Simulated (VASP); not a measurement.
# Al2Cu (P-6m2) in VASP: notebook, part 2 of 2

VASP 6.6.1.

### 4 Relaxation of cell and atoms, PBE

INCAR

```
SYSTEM = Al2Cu
  ALGO = Fast
  EDIFF = 1E-6
  EDIFFG = -0.04
  ENCUT = 600
  GGA = PE
  IBRION = 2
  ISIF = 3
  ISMEAR = 0
  LASPH = .TRUE.
  LCHARG = .FALSE.
  LREAL = .FALSE.
  LWAVE = .FALSE.
  NELM = 80
  NSW = 90
  PREC = Accurate
  SIGMA = 0.1
```

KPOINTS

```
k-points
0
G
  6 6 2
  0 0 0
```

POSCAR

```
Al2Cu
1.0
    2.7637371900      0.0000000000      0.0000000000
   -1.3818685900      2.3934666100      0.0000000000
    0.0000000000      0.0000000000     13.3083005200
Al Cu
4 2
Direct
    0.3333333300      0.6666666700      0.5000000000
    0.6666666700      0.3333333300      0.0000000000
    0.6666666700      0.3333333300      0.3333333300
    0.6666666700      0.3333333300      0.6666666700
    0.3333333300      0.6666666700      0.8333333300
    0.3333333300      0.6666666700      0.1666666700
```

Potentials or basis: VASP PAW PBE potentials, release 64 (Al, Cu).

Run with:

```bash
$ cat potpaw_PBE.64/Al/POTCAR potpaw_PBE.64/Cu/POTCAR > POTCAR
$ mpirun -np 1 vasp_std > vasp.out
```

OUTCAR:

```text
SYSTEM = Al2Cu
   EDIFF = 1E-6
   EDIFFG = -0.04
   ENCUT = 600
   GGA = PE
   IBRION = 2
   ISIF = 3
   ISMEAR = 0
   LASPH = .TRUE.
   LREAL = .FALSE.
   NELM = 80
   NSW = 90
   PREC = Accurate

 ion  position               nearest neighbor table
   1  0.333  0.667  0.500-   3 2.73   4 2.73   3 2.73   4 2.73   3 2.73   4 2.73
   2  0.667  0.333  0.000-   5 2.73   6 2.73   5 2.73   6 2.73   5 2.73   6 2.73
   3  0.667  0.333  0.333-   6 2.73   6 2.73   6 2.73   1 2.73   1 2.73   1 2.73
   4  0.667  0.333  0.667-   5 2.73   5 2.73   5 2.73   1 2.73   1 2.73   1 2.73
   5  0.333  0.667  0.833-   4 2.73   4 2.73   4 2.73   2 2.73   2 2.73   2 2.73
   6  0.333  0.667  0.167-   3 2.73   3 2.73   3 2.73   2 2.73   2 2.73   2 2.73

  LATTYP: Found a hexagonal cell.
 ALAT       =     2.7637371900
 C/A-ratio  =     4.8153277990

  Lattice vectors:

 A1 = (   2.7637371900,   0.0000000000,   0.0000000000)
 A2 = (  -1.3818685900,   2.3934666100,   0.0000000000)
 A3 = (   0.0000000000,   0.0000000000,  13.3083005200)

Analysis of symmetry for initial positions (statically):
=====================================================================
 Subroutine PRICEL returns:
 Original cell was already a primitive cell.

 Routine SETGRP: Setting up the symmetry group for a
 hexagonal supercell.

 Subroutine GETGRP returns: Found 12 space group operations
 (whereof 12 operations were pure point group operations)
 out of a pool of 24 trial point group operations.

The static configuration has the point symmetry D_3h.

Analysis of symmetry for dynamics (positions and initial velocities):
=====================================================================
 Subroutine PRICEL returns:
 Original cell was already a primitive cell.

 Routine SETGRP: Setting up the symmetry group for a
 hexagonal supercell.

 Subroutine GETGRP returns: Found 12 space group operations
 (whereof 12 operations were pure point group operations)
 out of a pool of 24 trial point group operations.

The dynamic configuration has the point symmetry D_3h.

 Subroutine INISYM returns: Found 12 space group operations
 (whereof 12 operations are pure point group operations),
 and found     1 'primitive' translations

----------------------------------------------------------------------------------------

                                     Primitive cell

  volume of cell :      88.0332

  direct lattice vectors                    reciprocal lattice vectors
     2.763737190  0.000000000  0.000000000     0.361828905  0.208902015  0.000000000
    -1.381868590  2.393466610  0.000000000     0.000000000  0.417804032  0.000000000
     0.000000000  0.000000000 13.308300520     0.000000000  0.000000000  0.075141074

  length of vectors
     2.763737190  2.763737182 13.308300520     0.417804031  0.417804032  0.075141074

  position of ions in fractional coordinates (direct lattice)
     0.333333330  0.666666670  0.500000000
     0.666666670  0.333333330  0.000000000
     0.666666670  0.333333330  0.333333330
     0.666666670  0.333333330  0.666666670
     0.333333330  0.666666670  0.833333330
     0.333333330  0.666666670  0.166666670

  ion indices of the primitive-cell ions
   primitive index   ion index
                 1           1
                 2           2
                 3           3
                 4           4
                 5           5
                 6           6

----------------------------------------------------------------------------------------

 KPOINTS: k-points

Automatic generation of k-mesh.
 Grid dimensions read from file:
 generate k-points for:    6    6    2

 Generating k-lattice:

  Cartesian coordinates                     Fractional coordinates (reciprocal lattice)
     0.060304817  0.034817003  0.000000000     0.166666667  0.000000000  0.000000000
     0.000000000  0.069634005  0.000000000     0.000000000  0.166666667  0.000000000
     0.000000000  0.000000000  0.037570537     0.000000000  0.000000000  0.500000000

  Length of vectors
     0.069634005  0.069634005  0.037570537

  Shift w.r.t. Gamma in fractional coordinates (k-lattice)
     0.000000000  0.000000000  0.000000000

 Subroutine IBZKPT returns following result:
 ===========================================

 Found     14 irreducible k-points:

 Following reciprocal coordinates:
            Coordinates               Weight
  0.000000  0.000000  0.000000      1.000000
  0.166667  0.000000  0.000000      6.000000
  0.333333 -0.000000  0.000000      6.000000
  0.500000 -0.000000  0.000000      3.000000
  0.166667  0.166667  0.000000      6.000000
  0.333333  0.166667  0.000000     12.000000
  0.333333  0.333333  0.000000      2.000000
  0.000000  0.000000  0.500000      1.000000
  0.166667  0.000000  0.500000      6.000000
  0.333333 -0.000000  0.500000      6.000000
  0.500000 -0.000000  0.500000      3.000000
  0.166667  0.166667  0.500000      6.000000
  0.333333  0.166667  0.500000     12.000000
  0.333333  0.333333  0.500000      2.000000
   k-points           NKPTS =     14   k-points in BZ     NKDIM =     14   number of bands    NBANDS=     21
   number of dos      NEDOS =    301   number of ions     NIONS =      6
   total plane-waves  NPLWV =  62208
   dimension x,y,z NGX =    24 NGY =   24 NGZ =  108
   dimension x,y,z NGXF=    48 NGYF=   48 NGZF=  216
   ions per type =               4   2
   NGX,Y,Z   is equivalent  to a cutoff of  14.44, 14.44, 13.49 a.u.
   NGXF,Y,Z  is equivalent  to a cutoff of  28.87, 28.87, 26.98 a.u.
 SYSTEM =  Al2Cu
   PREC   = accura    normal or accurate (medium, high low for compatibility)
   ISTART =      0    job   : 0-new  1-cont  2-samecut
   ICHARG =      2    charge: 1-file 2-atom 10-const
   ISPIN  =      1    spin polarized calculation?
   LNONCOLLINEAR =      F non collinear calculations
   LSORBIT =      F    spin-orbit coupling
   LASPH  =      T    aspherical Exc in radial PAW
   ENCUT  =  600.0 eV  44.10 Ry    6.64 a.u.   5.52  5.52 26.58*2*pi/ulx,y,z
   NELM   =     80;   NELMIN=  2; NELMDL= -5     # of ELM steps
   EDIFF  = 0.1E-05   stopping-criterion for ELM
   LREAL  =      F    real-space projection
   EDIFFG = -.4E-01   stopping-criterion for IOM
   NSW    =     90    number of steps for IOM
   IBRION =      2    ionic relax: 0-MD 1-quasi-New 2-CG
   NFREE  =      1    steps in history (QN), initial steepest desc. (CG)
   ISIF   =      3    stress and relaxation
   ISYM   =      2    0-nonsym 1-usesym 2-fastsym
   POTIM  = 0.5000    time-step for ionic-motion
   TEBEG  =    0.0;   TEEND  =   0.0 temperature during run
   PSTRESS=    0.0 pullay stress
   NELECT =      34.0000    total number of electrons
   NUPDOWN=      -1.0000    fix difference up-down
   EMIN   =  10.00;   EMAX   =-10.00  energy-range for DOS
   EFERMI =   0.00;   METHOD = LEGACY
   ISMEAR =     0;   SIGMA  =   0.10  broadening in eV -4-tet -1-fermi 0-gaus
   EFERMI_NEDOS =   21; number of points for ismear=-14 and -15
   IALGO  =     68    algorithm
   IMIX   =      4    mixing-type and parameters
     AMIX     =   0.40;   BMIX     =  1.00
     AMIX_MAG =   1.60;   BMIX_MAG =  1.00
  volume/ion in A,a.u.               =      14.67        99.01
  Fermi-wavevector in a.u.,A,eV,Ry     =   1.192209  2.252947 19.338793  1.421361
  Thomas-Fermi vector in A             =   2.328252
   LORBIT       =      0    0 simple, 1 ext, 2 COOP (PROOUT), +10 PAW based schemes
   GGA     = PE    functional components
   LHFCALC =     F    Hartree Fock is set to
   AEXX    =    0.0000 exact exchange contribution
   IVDW    =     0    specifies the selected vdW correction
   LEPSILON=     F    determine dielectric tensor
   LRPA    =     F    only Hartree local field effects (RPA)
 conjugate gradient relaxation of ions
 non-spin polarized calculation
 RMM-DIIS sequential band-by-band and
 Gauss-broadening in eV      SIGMA  =   0.10
  energy-cutoff  :      600.00
  volume of cell :       88.03
 maximum number of plane-waves:      2994
 NGX is ok and might be reduce to    24
   NGX = 11   NGY = 11   NGZ = 53

--------------------------------------- Ionic step        1  -------------------------------------------

 number of electron      34.0000011 magnetization

 Free energy of the ion-electron system (eV)
  ---------------------------------------------------
  ext. energy  EPLUGINS =         0.00000000
  ---------------------------------------------------
  free energy    TOTEN  =       -22.45108483 eV

  energy without entropy =      -22.43165853  energy(sigma->0) =      -22.44137168

------------------------ aborting loop because EDIFF is reached ----------------------------------------

  FORCE on cell =-STRESS in cart. coord.  units (eV):
  Direction    XX          YY          ZZ          XY          YZ          ZX
  --------------------------------------------------------------------------------------
  -------------------------------------------------------------------------------------
  Total        1.3722840      1.3722840     -2.2256117      0.0000000     -0.0000000     -0.0000000
  in kB       24.9751365     24.9751364    -40.5054308      0.0000001     -0.0000000     -0.0000000
  external PRESSURE =       3.1482807 kB  Pullay stress =       0.0000000 kB
[... 307 lines left out ...]
--------------------------------------- Ionic step        9  -------------------------------------------

 number of electron      34.0000029 magnetization

 Free energy of the ion-electron system (eV)
  ---------------------------------------------------
  ext. energy  EPLUGINS =         0.00000000
  ---------------------------------------------------
  free energy    TOTEN  =       -22.79811210 eV

  energy without entropy =      -22.79369462  energy(sigma->0) =      -22.79590336

 E-fermi :   8.0370     XC(G=0): -10.8869

 val. band max:        7.8762538089   @ k =   0.3333  -0.0000   0.5000
 cond. band min:       8.1254144950   @ k =   0.3333  -0.0000   0.0000
 fundamental gap:      0.2491606861
 Fermi energy:         8.0369882228

 k-point     1 :       0.0000    0.0000    0.0000
  band No.  band energies     occupation
      1      -2.9273      2.00000
      2      -1.9958      2.00000
      3      -1.7647      2.00000
      4       0.7745      2.00000
      5       1.2804      2.00000
      6       3.5106      2.00000
[... 358 lines left out ...]
  FREE ENERGIE OF THE ION-ELECTRON SYSTEM (eV)
  ---------------------------------------------------
  free  energy   TOTEN  =       -22.7981121028 eV

  energy  without entropy=      -22.7936946170  energy(sigma->0) =      -22.79590336

 reached required accuracy - stopping structural energy minimisation
```

Wall time 2.4 min (1 thread of Intel Xeon 6975P-C (Granite Rapids), shared host); peak memory 0.25 GiB.

What came out:

```yaml
Free_energy: -22.7981 eV
Relaxed_volume: 14.85 Å³/atom
Relaxed_cell: a = 2.869 Å, b = 2.869 Å, c = 12.498 Å, α = 90.00°, β = 90.00°, γ = 120.00°
Space_group_after_relaxing_to_0.05_Å: P-6m2 (No. 187)
Energy_gained_by_relaxing: 57.8 meV/atom
Ionic_steps: 9
Pressure_after_relaxing: 0.1 GPa
Largest_force_after_relaxing: 0.032 eV/Å
Band_gap_on_the_k_mesh: zero (band 17 reaches 10.30 eV, above the bottom of band 18 at 7.12 eV)
```

Forces on the atoms (eV/Å):
```
Al   0.000  0.000  0.000
Al   0.000  0.000  0.000
Al   0.000  0.000 -0.019
Al   0.000  0.000  0.019
Cu   0.000  0.000 -0.032
Cu   0.000  0.000  0.032
```

The path:
| step | energy change (eV) | largest force (eV/Å) | pressure (GPa) | volume (Å³) |
| --- | --- | --- | --- | --- |
| 1 | 0.0000 | 0.8889 | 0.31 | 88.03 |
| 2 | -0.1297 | 0.6126 | -0.27 | 88.38 |
| 3 | -0.2813 | 0.5649 | 0.09 | 89.11 |
| 4 | -0.2962 | 0.4207 | -0.04 | 88.94 |
| 5 | -0.2985 | 0.4565 | 0.10 | 88.99 |
| 6 | -0.3253 | 0.3041 | -0.23 | 89.25 |
| 7 | -0.3454 | 0.0377 | -0.71 | 89.76 |
| 8 | -0.3431 | 0.0619 | 1.23 | 88.09 |
| 9 | -0.3470 | 0.0318 | 0.08 | 89.07 |

Final structure:
```
Al Cu
1.0
     2.86864    0.00000    0.00000
    -1.43432    2.48432    0.00000
     0.00000    0.00000   12.49846
Al Cu
4 2
Direct
  0.33333 0.66667 0.50000
  0.66667 0.33333 0.00000
  0.66667 0.33333 0.31895
  0.66667 0.33333 0.68105
  0.33333 0.66667 0.84241
  0.33333 0.66667 0.15759
```

Caveat: the k points lie up to 0.42 Å⁻¹ apart in the final cell.

### 5 Summary

| task | cell | cutoff (eV) | gap on the mesh (eV) | pressure (GPa) | largest force (eV/Å) |
| --- | --- | --- | --- | --- | --- |
| single point | a = 2.764, b = 2.764, c = 13.308 Å, angles 90.0, 90.0, 120.0°, 6 atoms | 520 | none | 0.2 | 0.89 |
| single point | a = 2.865, b = 2.865, c = 12.500 Å, angles 90.0, 90.0, 120.0°, 6 atoms | 520 | none | 0.8 | 0.04 |
| relaxation of cell and atoms | relaxed from a = 2.764, b = 2.764, c = 13.308 Å, angles 90.0, 90.0, 120.0°, 6 atoms | 600 | none | 0.1 | 0.03 |

Alike in all rows: level PBE; potentials or basis VASP PAW PBE potentials, release 64 (Al, Cu); no spin polarisation; k mesh 6 × 6 × 2; smearing gaussian 0.1 eV.

Caveats: all runs use coarse meshes.

Absolute energies hang on the potentials; compare differences alone.
